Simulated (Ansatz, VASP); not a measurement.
Given: the input of a run of VASP 6.6.1 on C.

File POSCAR:

```
C
1.0
    0.0000000000      1.7592674508      1.7592674508
    1.7592674508      0.0000000000      1.7592674508
    1.7592674508      1.7592674508      0.0000000000
C
2
Direct
    0.7500000000      0.7500000000      0.7500000000
    0.5000000000      0.5000000000      0.5000000000
```

File INCAR.step1:

```
PREC = Accurate ; ENCUT = 520
EDIFF = 1E-5 ; ISMEAR = -1
SIGMA = 0.05 ; LREAL = F
LASPH = T ; NELM = 60
ALGO = Normal ; ISIF = 2
LWAVE = T ; LCHARG = F
GGA = PE ; NBANDS = 11
```

Contents of INCAR.step2:

```
PREC = Accurate ; ENCUT = 520
EDIFF = 1E-7 ; ISMEAR = -1
SIGMA = 0.05 ; LREAL = F
LASPH = T ; NELM = 60
ALGO = Normal ; ISIF = 2
LWAVE = F ; LCHARG = F
GGA = PE ; LHFCALC = T
AEXX = 0.25 ; HFSCREEN = 0.3
PRECFOCK = Normal ; ISTART = 1
NBANDS = 11
```

KPOINTS

```
regular mesh
0
Gamma
  7 7 7
```

Potentials or basis: VASP PAW PBE potentials, release 64 (C).

Launch:

```console
$ cat potpaw_PBE.64/C/POTCAR > POTCAR
$ cp INCAR.step1 INCAR
$ mpirun -np 1 vasp_std > vasp.out
$ cp INCAR.step2 INCAR
$ mpirun -np 1 vasp_std > vasp.out
```

**Question.** Set up the same calculation for Ansatz 0.2.0. Potentials there: Ansatz PAW.

**Answer.** As run (the cutoff follows the program's own potentials):

Contents of input.yaml:

```yaml
crystal:
  lattice:
    - [0.0, 1.7592674508, 1.7592674508]
    - [1.7592674508, 0.0, 1.7592674508]
    - [1.7592674508, 1.7592674508, 0.0]
  atoms:
    - { symbol: C, position: [0.75, 0.75, 0.75] }
    - { symbol: C, position: [0.5, 0.5, 0.5] }
hamiltonian:
  xc: { exchange: pbe, correlation: pbe, exx: { coeff: 0.25, omega: 0.3 } }
  pseudopotentials: { kind: paw }
kpoints:
  mp_grid: { grid: [7, 7, 7] }
scf:
  occupations: { method: fermi_dirac, width: 0.05 }
output:
  forces: true
  stress: true
  eigenvalues: true
```

Potentials or basis: Ansatz PAW.

Launch:

```sh
$ ansatz run input.yaml --threads 2 --pin off --max-ram 5632MiB --backend cpu --events-out ev --progress --plain --runs-dir out
```

Both were run:

|  | VASP | Ansatz | Ansatz less VASP |
| --- | --- | --- | --- |
| gap on the k mesh at the Fermi level (eV) | 5.27 | 5.28 | +0.008 |
| least direct gap on the mesh (eV) | 6.87 | 6.88 | +0.008 |
| pressure (GPa) | 12.7 | 11.6 | -1.07 |

VASP's potentials were made for PBE, not for PBE-based screened hybrid.

The k mesh is coarse, so the values compare programs but aren't converged. Noted on Ansatz's run: odd divisions of the mesh miss points on the zone boundary, where band edges often lie, so the gap on the mesh can be too wide.
